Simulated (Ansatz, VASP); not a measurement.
Two plane-wave programs on Ce3HfO8

```
Ce Hf O
1.0
     3.61438   -3.57847    0.00000
     3.61438    3.57847    0.00000
     0.00000    0.00000    7.05552
Ce Hf O
3 1 8
Direct
  0.00000 0.00000 0.50000
  0.50000 0.50000 0.24447
  0.50000 0.50000 0.75553
  0.00000 0.00000 0.00000
  0.18478 0.18478 0.23410
  0.18478 0.18478 0.76590
  0.70270 0.29730 0.00000
  0.68841 0.31159 0.50000
  0.29730 0.70270 0.00000
  0.31159 0.68841 0.50000
  0.81522 0.81522 0.23410
  0.81522 0.81522 0.76590
```

Alike in both runs: functional PBE; k mesh 4 × 4 × 4; occupations gaussian, width 0.1 eV; no spin polarisation.

Ansatz relaxed the structure, and its values are those at the end. VASP's run is a single point on that final structure, the one shown.

```csv
,VASP,Ansatz
version,VASP 6.6.1,Ansatz 0.2.0
potentials or method,"VASP PAW PBE potentials, release 64 (Ce, Hf_pv, O), cutoff 520 eV","scalar-relativistic, plane waves, PAW"
valence electrons in the cell,94,110
```

Ansatz gave:

| Property | Result |
| --- | --- |
| gap on the k mesh at the Fermi level (eV) | 1.79 |
| least direct gap on the mesh (eV) | 1.85 |
| pressure (GPa) | 0.0 |
| rms of the force components (eV/Å) | 0.010 |

**Question.** What did VASP give for the same quantities?

**Answer.** gap on the k mesh at the Fermi level (eV): 1.75; least direct gap on the mesh (eV): 1.80; pressure (GPa): -0.6; rms of the force components (eV/Å): 0.057.

With one functional, cell and mesh, what is left measures potentials, basis and numerics. VASP's potentials hold 94 valence electrons a cell and Ansatz's 110, so a difference there can come from the potentials and not from the codes.

Spin-orbit coupling is off throughout.
